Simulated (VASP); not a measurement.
Set up this calculation in VASP 6.6.1, as the native input.

```
Task                   : relaxation of cell and atoms
Functional             : PBEsol
Potentials or basis    : VASP PAW PBE potentials, release 64 (Cu)
Cutoff                 : 600 eV
k mesh                 : 3 × 13 × 2
Occupations            : fermi-dirac, width 0.1 eV
Spin                   : no spin polarisation
Dipole correction      : no
Further INCAR settings : ALGO = Normal; EDIFF = 1e-07; IBRION = 2; EDIFFG = -0.005; NSW = 80; ISIF = 3
```

The structure of Cu lies in POSCAR:

```
Cu
1.0
   11.5702540000      0.0000000000      0.0000000000
    0.0000000000      2.2382120000      0.0000000000
   -4.5956240000      0.0000000000     21.7433880000
Cu
1
Direct
    0.5000000000      0.5000000000      0.5000000000
```

These files were run (other wordings do the same):

INCAR

```
  ALGO = Normal
  EDIFF = 1E-7
  EDIFFG = -0.005
  ENCUT = 600
  GGA = PS
  GGA_COMPAT = F
  IBRION = 2
  ISIF = 3
  ISMEAR = -1
  LASPH = T
  LCHARG = F
  LREAL = F
  LWAVE = F
  NELM = 120
  NELMIN = 4
  NSW = 80
  PREC = Accurate
  SIGMA = 0.1
```

KPOINTS

```
k-points
0
Gamma
  3 13 2
```

Potentials or basis: VASP PAW PBE potentials, release 64 (Cu).

The run is started by

```bash
$ cat potpaw_PBE.64/Cu/POTCAR > POTCAR
$ mpirun -np 1 vasp_std > vasp.out
```

It gave:

```yaml
Relaxed_cell: a = 11.569 Å, b = 2.259 Å, c = 22.222 Å, α = 90.00°, β = 101.93°, γ = 90.00°
Space_group_after_relaxing_to_0.1_Å: P2/m (No. 10)
Energy_gained_by_relaxing: 1.4 meV/atom
Ionic_steps: 3
Pressure_after_relaxing: 0.0 GPa
Band_gap_on_the_k_mesh: zero (an odd number of electrons rules out a gap without spin polarisation)
```

Caveat: the PAW data sets were made with another functional, which shifts forces and pressure a little.

Run time: 5.6 min on 1 thread of AMD EPYC 9R45 96-Core Processor (Zen 5), with other jobs on the host, peak memory 0.76 GiB.
